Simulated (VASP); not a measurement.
# BP (P4_132) in VASP: notebook

The runs below take BP through single point, relaxation of cell and atoms, with PBE.

All numbers are computed with VASP 6.6.1; they aren't measurements. Logs are shortened: lines on timing, memory, paths and dates and some standing lists are left out, and cuts for length are marked.

### 1 The cell of the first run

It takes space group P4_132 (No. 213, cubic). Conventional cell: a = 5.321 Å, b = 5.321 Å, c = 5.321 Å, α = 90.00°, β = 90.00°, γ = 90.00°. B (site symmetry 32) has 3 P at 1.88 Å within 2.5 Å. P (site symmetry 32) has 3 B at 1.88 Å within 2.5 Å.

### 2 Single point, PBE

INCAR reads:

```
SYSTEM = BP
PREC = Accurate
ENCUT = 520
EDIFF = 1E-6
ISMEAR = 0
SIGMA = 0.1
LREAL = .FALSE.
LASPH = .TRUE.
NELM = 100
ALGO = Normal
ISIF = 2
LWAVE = .FALSE.
LCHARG = .FALSE.
GGA = PE
NBANDS = 26
```

KPOINTS reads:

```
regular mesh
0
G
  8 8 8
  0 0 0
```

POSCAR reads:

```
BP
1.0
    5.3214213084      0.0000000000      0.0000000000
    0.0000000000      5.3214213084      0.0000000000
    0.0000000000      0.0000000000      5.3214213084
B P
4 4
Direct
    0.8750000000      0.8750000000      0.8750000000
    0.6250000000      0.1250000000      0.3750000000
    0.1250000000      0.3750000000      0.6250000000
    0.3750000000      0.6250000000      0.1250000000
    0.3750000000      0.3750000000      0.3750000000
    0.1250000000      0.6250000000      0.8750000000
    0.6250000000      0.8750000000      0.1250000000
    0.8750000000      0.1250000000      0.6250000000
```

Potentials or basis: VASP PAW PBE potentials, release 64 (B, P).

Launch:

```console
> cat potpaw_PBE.64/B/POTCAR potpaw_PBE.64/P/POTCAR > POTCAR
> mpirun -np 1 vasp_std > vasp.out
```

OUTCAR:

```text
SYSTEM = BP
   PREC = Accurate
   ENCUT = 520
   EDIFF = 1E-6
   ISMEAR = 0
   LREAL = .FALSE.
   LASPH = .TRUE.
   NELM = 100
   ISIF = 2
   GGA = PE

 ion  position               nearest neighbor table
   1  0.875  0.875  0.875-   6 1.88   7 1.88   8 1.88
   2  0.625  0.125  0.375-   5 1.88   7 1.88   8 1.88
   3  0.125  0.375  0.625-   5 1.88   6 1.88   8 1.88
   4  0.375  0.625  0.125-   5 1.88   6 1.88   7 1.88
   5  0.375  0.375  0.375-   2 1.88   3 1.88   4 1.88
   6  0.125  0.625  0.875-   1 1.88   3 1.88   4 1.88
   7  0.625  0.875  0.125-   1 1.88   2 1.88   4 1.88
   8  0.875  0.125  0.625-   1 1.88   2 1.88   3 1.88

  LATTYP: Found a simple cubic cell.
 ALAT       =     5.3214213084

  Lattice vectors:

 A1 = (   5.3214213084,   0.0000000000,   0.0000000000)
 A2 = (   0.0000000000,   5.3214213084,   0.0000000000)
 A3 = (   0.0000000000,   0.0000000000,   5.3214213084)

Analysis of symmetry for initial positions (statically):
=====================================================================
 Subroutine PRICEL returns:
 Original cell was already a primitive cell.

 Routine SETGRP: Setting up the symmetry group for a
 simple cubic supercell.

 Subroutine GETGRP returns: Found 24 space group operations
 (whereof  3 operations were pure point group operations)
 out of a pool of 48 trial point group operations.

The static configuration has the point symmetry C_3 .
 The point group associated with its full space group is O   .

Analysis of symmetry for dynamics (positions and initial velocities):
=====================================================================
 Subroutine PRICEL returns:
 Original cell was already a primitive cell.

 Routine SETGRP: Setting up the symmetry group for a
 simple cubic supercell.

 Subroutine GETGRP returns: Found 24 space group operations
 (whereof  3 operations were pure point group operations)
 out of a pool of 48 trial point group operations.

The dynamic configuration has the point symmetry C_3 .
 The point group associated with its full space group is O   .

 Subroutine INISYM returns: Found 24 space group operations
 (whereof  3 operations are pure point group operations),
 and found     1 'primitive' translations

----------------------------------------------------------------------------------------

                                     Primitive cell

  volume of cell :     150.6895
[... 100 lines left out ...]
   NELM   =    100;   NELMIN=  2; NELMDL= -5     # of ELM steps
   EDIFF  = 0.1E-05   stopping-criterion for ELM
   LREAL  =      F    real-space projection
   EDIFFG = 0.1E-04   stopping-criterion for IOM
   NSW    =      0    number of steps for IOM
   IBRION =     -1    ionic relax: 0-MD 1-quasi-New 2-CG
   NFREE  =      0    steps in history (QN), initial steepest desc. (CG)
   ISIF   =      2    stress and relaxation
   ISYM   =      2    0-nonsym 1-usesym 2-fastsym
   POTIM  = 0.5000    time-step for ionic-motion
   TEBEG  =    0.0;   TEEND  =   0.0 temperature during run
   PSTRESS=    0.0 pullay stress
   NELECT =      32.0000    total number of electrons
   NUPDOWN=      -1.0000    fix difference up-down
   EMIN   =  10.00;   EMAX   =-10.00  energy-range for DOS
   EFERMI =   0.00;   METHOD = LEGACY
   ISMEAR =     0;   SIGMA  =   0.10  broadening in eV -4-tet -1-fermi 0-gaus
   EFERMI_NEDOS =   21; number of points for ismear=-14 and -15
   IALGO  =     38    algorithm
   IMIX   =      4    mixing-type and parameters
     AMIX     =   0.40;   BMIX     =  1.00
     AMIX_MAG =   1.60;   BMIX_MAG =  1.00
  volume/ion in A,a.u.               =      18.84       127.11
  Fermi-wavevector in a.u.,A,eV,Ry     =   0.976706  1.845707 12.979340  0.953955
  Thomas-Fermi vector in A             =   2.107346
   LORBIT       =      0    0 simple, 1 ext, 2 COOP (PROOUT), +10 PAW based schemes
   GGA     = PE    functional components
   LHFCALC =     F    Hartree Fock is set to
   AEXX    =    0.0000 exact exchange contribution
   IVDW    =     0    specifies the selected vdW correction
   LEPSILON=     F    determine dielectric tensor
   LRPA    =     F    only Hartree local field effects (RPA)
 non-spin polarized calculation
 Gauss-broadening in eV      SIGMA  =   0.10
  energy-cutoff  :      520.00
  volume of cell :      150.69
 maximum number of plane-waves:      4076
 NGX is ok and might be reduce to    40
   NGX = 19   NGY = 19   NGZ = 19

 number of electron      31.9999993 magnetization

 Free energy of the ion-electron system (eV)
  ---------------------------------------------------
  ext. energy  EPLUGINS =         0.00000000
  ---------------------------------------------------
  free energy    TOTEN  =       -43.22834568 eV

  energy without entropy =      -43.18775765  energy(sigma->0) =      -43.20805166

 E-fermi :   2.6081     XC(G=0):  -8.4692

 val. band max:        2.6076987423   @ k =   0.5000   0.1250   0.1250
 cond. band min:       2.6152812249   @ k =   0.3750   0.2500   0.1250
 fundamental gap:      0.0075824826
 Fermi energy:         2.6081052919

 k-point     1 :       0.0000    0.0000    0.0000
  band No.  band energies     occupation
      1     -10.9323      2.00000
      2      -8.5125      2.00000
      3      -8.5125      2.00000
      4      -8.5125      2.00000
      5      -4.4316      2.00000
      6      -4.4316      2.00000
[... 685 lines left out ...]
     25       8.6551      0.00000
     26       8.6551      0.00000

 [... further k-points ...]
[... 5 lines left out ...]
  --------------------------------------------------------------------------------------
  -------------------------------------------------------------------------------------
  Total       -0.1146863     -0.1146863     -0.1146863     -0.0000000      0.0000000      0.0000000
  in kB       -1.2193802     -1.2193802     -1.2193802     -0.0000000      0.0000000      0.0000000
  external PRESSURE =      -1.2193802 kB  Pullay stress =       0.0000000 kB

 VOLUME and BASIS-vectors are now :
 -----------------------------------------------------------------------------
  energy-cutoff  :      520.00
  volume of cell :      150.69
      direct lattice vectors                 reciprocal lattice vectors
     5.321421308  0.000000000  0.000000000     0.187919720  0.000000000  0.000000000
     0.000000000  5.321421308  0.000000000     0.000000000  0.187919720  0.000000000
     0.000000000  0.000000000  5.321421308     0.000000000  0.000000000  0.187919720

 POSITION                                       TOTAL-FORCE (eV/Angst)
 -----------------------------------------------------------------------------------
      4.65624      4.65624      4.65624         0.000000      0.000000      0.000000
      3.32589      0.66518      1.99553         0.000000      0.000000      0.000000
      0.66518      1.99553      3.32589        -0.000000     -0.000000      0.000000
      1.99553      3.32589      0.66518        -0.000000      0.000000      0.000000
      1.99553      1.99553      1.99553         0.000000      0.000000      0.000000
      0.66518      3.32589      4.65624         0.000000      0.000000      0.000000
      3.32589      4.65624      0.66518        -0.000000     -0.000000      0.000000
      4.65624      0.66518      3.32589        -0.000000      0.000000      0.000000
 -----------------------------------------------------------------------------------
    total drift:                               -0.000000      0.000000      0.000000

  FREE ENERGIE OF THE ION-ELECTRON SYSTEM (eV)
  ---------------------------------------------------
  free  energy   TOTEN  =       -43.2283456775 eV

  energy  without entropy=      -43.1877576479  energy(sigma->0) =      -43.20805166
```

OSZICAR:

```text
N       E                     dE             d eps       ncg     rms          rms(c)
DAV:   1     0.109807126651E+03    0.10981E+03   -0.13025E+04  1820   0.103E+03
DAV:   2    -0.369280451076E+02   -0.14674E+03   -0.13797E+03  2300   0.184E+02
DAV:   3    -0.459532102671E+02   -0.90252E+01   -0.87322E+01  2356   0.453E+01
DAV:   4    -0.461096036788E+02   -0.15639E+00   -0.15589E+00  2522   0.672E+00
DAV:   5    -0.461146535370E+02   -0.50499E-02   -0.50444E-02  2476   0.116E+00    0.136E+01
DAV:   6    -0.437055208189E+02    0.24091E+01   -0.42729E+00  2066   0.873E+00    0.756E+00
DAV:   7    -0.433018964091E+02    0.40362E+00   -0.62914E-01  2440   0.347E+00    0.324E+00
DAV:   8    -0.432238714258E+02    0.78025E-01   -0.21695E-01  2342   0.191E+00    0.672E-01
DAV:   9    -0.432266596567E+02   -0.27882E-02   -0.13564E-02  2382   0.536E-01    0.310E-01
DAV:  10    -0.432280988028E+02   -0.14391E-02   -0.26023E-03  2282   0.232E-01    0.119E-01
DAV:  11    -0.432282447019E+02   -0.14590E-03   -0.10155E-04  2494   0.462E-02    0.719E-02
DAV:  12    -0.432283455719E+02   -0.10087E-03   -0.20091E-04  2118   0.608E-02    0.213E-02
DAV:  13    -0.432283456775E+02   -0.10563E-06   -0.29317E-06  2180   0.777E-03
   1 F= -.43228346E+02 E0= -.43208052E+02  d E =-.405880E-01
```

stdout:

```text
POSCAR found type information on POSCAR B P
 POSCAR found :  2 types and       8 ions
 scaLAPACK will be used
 LDA part: xc-table for (Slater+PW92), standard interpolation
 POSCAR, INCAR and KPOINTS ok, starting setup
 FFT: planning ... GRIDC
 FFT: planning ... GRID_SOFT
 FFT: planning ... GRID
 WAVECAR not read
 entering main loop
```

Wall time 40 s (1 thread of Intel Xeon 6975P-C (Granite Rapids), shared host); peak memory 0.27 GiB.

What came out:

```
Free energy            : -43.2283 eV
Pressure               : -0.1 GPa
Band gap on the k mesh : zero (band 16 reaches 3.40 eV, above the bottom of band 17 at 2.33 eV)
```

Levels at points of the mesh, in eV from the Fermi level:
```
           k point  band 12  band 13  band 14  band 15  band 16  band 17  band 18  band 19  band 20  band 21
(0.00, 0.00, 0.00)    -4.41    -1.49    -1.49    -1.49     0.79     1.18     1.18     1.18     3.77     4.66
(0.50, 0.00, 0.00)    -3.80    -0.85    -0.85    -0.67    -0.67    -0.27    -0.27     2.25     2.25     4.22
(0.50, 0.50, 0.00)    -4.07    -0.95    -0.95     0.05     0.05     0.31     0.31     2.24     2.24     4.01
(0.50, 0.50, 0.50)    -3.40    -0.87    -0.87    -0.87    -0.87     0.96     0.96     0.96     0.96     5.40
```

### 3 Single point, PBE

INCAR reads:

```
PREC = Accurate ; ENCUT = 520
EDIFF = 1E-7 ; ISMEAR = 0
SIGMA = 0.1 ; LREAL = False
LASPH = True ; NELM = 100
ALGO = Normal ; ISIF = 2
LWAVE = False ; LCHARG = False
GGA = PE ; NBANDS = 26
```

KPOINTS reads:

```
regular mesh
0
Gamma
  8 8 8
```

POSCAR is that of step 2.

Potentials or basis: VASP PAW PBE potentials, release 64 (B, P).

Launch:

```console
> cat potpaw_PBE.64/B/POTCAR potpaw_PBE.64/P/POTCAR > POTCAR
> mpirun -np 1 vasp_std > vasp.out
```

Wall time 55 s (1 thread of Intel Xeon 6975P-C (Granite Rapids), shared host); peak memory 0.28 GiB.

Results (log left out):

| Quantity | Value |
| --- | --- |
| Free energy | -43.2283 eV |
| Pressure | -0.1 GPa |
| Band gap on the k mesh | zero (band 16 reaches 3.40 eV, above the bottom of band 17 at 2.33 eV) |

Levels at points of the mesh, in eV from the Fermi level:
```tsv
k point	band 12	band 13	band 14	band 15	band 16	band 17	band 18	band 19	band 20	band 21
(0.00, 0.00, 0.00)	-4.41	-1.49	-1.49	-1.49	0.79	1.18	1.18	1.18	3.77	4.66
(0.50, 0.00, 0.00)	-3.80	-0.85	-0.85	-0.67	-0.67	-0.27	-0.27	2.25	2.25	4.22
(0.50, 0.50, 0.00)	-4.07	-0.95	-0.95	0.05	0.05	0.31	0.31	2.24	2.24	4.01
(0.50, 0.50, 0.50)	-3.40	-0.87	-0.87	-0.87	-0.87	0.96	0.96	0.96	0.96	5.40
```

### 4 Relaxation of cell and atoms, PBE

INCAR reads:

```
PREC = Accurate
ENCUT = 600
EDIFF = 1E-7
ISMEAR = 0
SIGMA = 0.1
LREAL = False
LASPH = True
NELM = 100
ALGO = Normal
ISIF = 3
LWAVE = False
LCHARG = False
GGA = PE
IBRION = 2
NSW = 100
EDIFFG = -0.01
```

KPOINTS is that of step 3.

POSCAR is that of step 3.

Potentials or basis: VASP PAW PBE potentials, release 64 (B, P).

Launch:

```console
> cat potpaw_PBE.64/B/POTCAR potpaw_PBE.64/P/POTCAR > POTCAR
> mpirun -np 1 vasp_std > vasp.out
```

OUTCAR:

```text
PREC = Accurate
   ENCUT = 600
   EDIFF = 1E-7
   ISMEAR = 0
   LREAL = False
   LASPH = True
   NELM = 100
   ISIF = 3
   GGA = PE
   IBRION = 2
   NSW = 100
   EDIFFG = -0.01

 ion  position               nearest neighbor table
   1  0.875  0.875  0.875-   6 1.88   7 1.88   8 1.88
   2  0.625  0.125  0.375-   5 1.88   7 1.88   8 1.88
   3  0.125  0.375  0.625-   5 1.88   6 1.88   8 1.88
   4  0.375  0.625  0.125-   5 1.88   6 1.88   7 1.88
   5  0.375  0.375  0.375-   2 1.88   3 1.88   4 1.88
   6  0.125  0.625  0.875-   1 1.88   3 1.88   4 1.88
   7  0.625  0.875  0.125-   1 1.88   2 1.88   4 1.88
   8  0.875  0.125  0.625-   1 1.88   2 1.88   3 1.88

  LATTYP: Found a simple cubic cell.
 ALAT       =     5.3214213084

  Lattice vectors:

 A1 = (   5.3214213084,   0.0000000000,   0.0000000000)
 A2 = (   0.0000000000,   5.3214213084,   0.0000000000)
 A3 = (   0.0000000000,   0.0000000000,   5.3214213084)

Analysis of symmetry for initial positions (statically):
=====================================================================
 Subroutine PRICEL returns:
 Original cell was already a primitive cell.

 Routine SETGRP: Setting up the symmetry group for a
 simple cubic supercell.

 Subroutine GETGRP returns: Found 24 space group operations
 (whereof  3 operations were pure point group operations)
 out of a pool of 48 trial point group operations.

The static configuration has the point symmetry C_3 .
 The point group associated with its full space group is O   .

Analysis of symmetry for dynamics (positions and initial velocities):
=====================================================================
 Subroutine PRICEL returns:
 Original cell was already a primitive cell.

 Routine SETGRP: Setting up the symmetry group for a
 simple cubic supercell.
[... 196 lines left out ...]
      0.66518      3.32589      4.65624         0.000000      0.000000      0.000000
      3.32589      4.65624      0.66518         0.000000      0.000000      0.000000
      4.65624      0.66518      3.32589         0.000000      0.000000      0.000000
 -----------------------------------------------------------------------------------
    total drift:                                0.000000     -0.000000      0.000000

  FREE ENERGIE OF THE ION-ELECTRON SYSTEM (eV)
  ---------------------------------------------------
  free  energy   TOTEN  =       -43.2329635411 eV

  energy  without entropy=      -43.1923793992  energy(sigma->0) =      -43.21267147

--------------------------------------- Ionic step        2  -------------------------------------------

 number of electron      31.9999997 magnetization

 Free energy of the ion-electron system (eV)
  ---------------------------------------------------
  ext. energy  EPLUGINS =         0.00000000
  ---------------------------------------------------
  free energy    TOTEN  =       -43.23303077 eV

  energy without entropy =      -43.19243466  energy(sigma->0) =      -43.21273272

 E-fermi :   2.6221     XC(G=0):  -8.4766

 val. band max:        2.6212466619   @ k =   0.5000   0.1250   0.1250
 cond. band min:       2.6288143946   @ k =   0.3750   0.2500   0.1250
 fundamental gap:      0.0075677328
 Fermi energy:         2.6220626110

 k-point     1 :       0.0000    0.0000    0.0000
  band No.  band energies     occupation
      1     -10.9286      2.00000
      2      -8.5040      2.00000
      3      -8.5040      2.00000
      4      -8.5040      2.00000
      5      -4.4197      2.00000
      6      -4.4197      2.00000
[... 565 lines left out ...]
     20       4.7406      0.00000
     21       6.8267      0.00000

 [... further k-points ...]
[... 5 lines left out ...]
  --------------------------------------------------------------------------------------
  -------------------------------------------------------------------------------------
  Total        0.0512841      0.0512841      0.0512841     -0.0000000     -0.0000000      0.0000000
  in kB        0.5463777      0.5463777      0.5463777     -0.0000000     -0.0000000      0.0000000
  external PRESSURE =       0.5463777 kB  Pullay stress =       0.0000000 kB

 VOLUME and BASIS-vectors are now :
 -----------------------------------------------------------------------------
  energy-cutoff  :      600.00
  volume of cell :      150.38
      direct lattice vectors                 reciprocal lattice vectors
     5.317816113  0.000000000 -0.000000000     0.188047119  0.000000000  0.000000000
     0.000000000  5.317816113  0.000000000     0.000000000  0.188047119  0.000000000
     0.000000000 -0.000000000  5.317816113     0.000000000 -0.000000000  0.188047119

 POSITION                                       TOTAL-FORCE (eV/Angst)
 -----------------------------------------------------------------------------------
      4.65309      4.65309      4.65309        -0.000000     -0.000000      0.000000
      3.32364      0.66473      1.99418        -0.000000      0.000000      0.000000
      0.66473      1.99418      3.32364         0.000000     -0.000000      0.000000
      1.99418      3.32364      0.66473         0.000000     -0.000000      0.000000
      1.99418      1.99418      1.99418        -0.000000     -0.000000      0.000000
      0.66473      3.32364      4.65309        -0.000000      0.000000      0.000000
      3.32364      4.65309      0.66473         0.000000      0.000000      0.000000
      4.65309      0.66473      3.32364         0.000000     -0.000000      0.000000
 -----------------------------------------------------------------------------------
    total drift:                                0.000000     -0.000000      0.000000

  FREE ENERGIE OF THE ION-ELECTRON SYSTEM (eV)
  ---------------------------------------------------
  free  energy   TOTEN  =       -43.2330307723 eV

  energy  without entropy=      -43.1924346629  energy(sigma->0) =      -43.21273272

 reached required accuracy - stopping structural energy minimisation
```

CONTCAR:

```text
BP
   1.00000000000000
     5.3178161126052572    0.0000000000000000   -0.0000000000000000
     0.0000000000000000    5.3178161126052572    0.0000000000000000
     0.0000000000000000   -0.0000000000000000    5.3178161126052572
  B               P
     4     4
Direct
     0.8750000000000000    0.8750000000000000    0.8750000000000000
     0.6250000000000000    0.1250000000000000    0.3750000000000000
     0.1250000000000000    0.3750000000000000    0.6250000000000000
     0.3750000000000000    0.6250000000000000    0.1250000000000000
     0.3750000000000000    0.3750000000000000    0.3750000000000000
     0.1250000000000000    0.6250000000000000    0.8750000000000000
     0.6250000000000000    0.8750000000000000    0.1250000000000000
     0.8750000000000000    0.1250000000000000    0.6250000000000000

  0.00000000E+00  0.00000000E+00  0.00000000E+00
  0.00000000E+00  0.00000000E+00  0.00000000E+00
  0.00000000E+00  0.00000000E+00  0.00000000E+00
  0.00000000E+00  0.00000000E+00  0.00000000E+00
  0.00000000E+00  0.00000000E+00  0.00000000E+00
  0.00000000E+00  0.00000000E+00  0.00000000E+00
  0.00000000E+00  0.00000000E+00  0.00000000E+00
  0.00000000E+00  0.00000000E+00  0.00000000E+00
```

It took 1.9 min on 1 thread of Intel Xeon 6975P-C (Granite Rapids), shared host; peak memory 0.38 GiB.

Results:

```
Free energy                            : -43.2330 eV
Relaxed volume                         : 18.80 Å³/atom
Relaxed cell                           : a = 5.318 Å, b = 5.318 Å, c = 5.318 Å, α = 90.00°, β = 90.00°, γ = 90.00°
Space group after relaxing (to 0.05 Å) : P4_132 (No. 213)
Energy gained by relaxing              : 0.0 meV/atom
Ionic steps                            : 2
Pressure after relaxing                : 0.1 GPa
Band gap on the k mesh                 : zero (band 16 reaches 3.42 eV, above the bottom of band 17 at 2.35 eV)
```

Final structure:
```
CELL_PARAMETERS angstrom
5.31782 0.00000 0.00000
0.00000 5.31782 0.00000
0.00000 0.00000 5.31782
ATOMIC_POSITIONS crystal
B 0.87500 0.87500 0.87500
B 0.62500 0.12500 0.37500
B 0.12500 0.37500 0.62500
B 0.37500 0.62500 0.12500
P 0.37500 0.37500 0.37500
P 0.12500 0.62500 0.87500
P 0.62500 0.87500 0.12500
P 0.87500 0.12500 0.62500
```

[end of part 1 of 2]
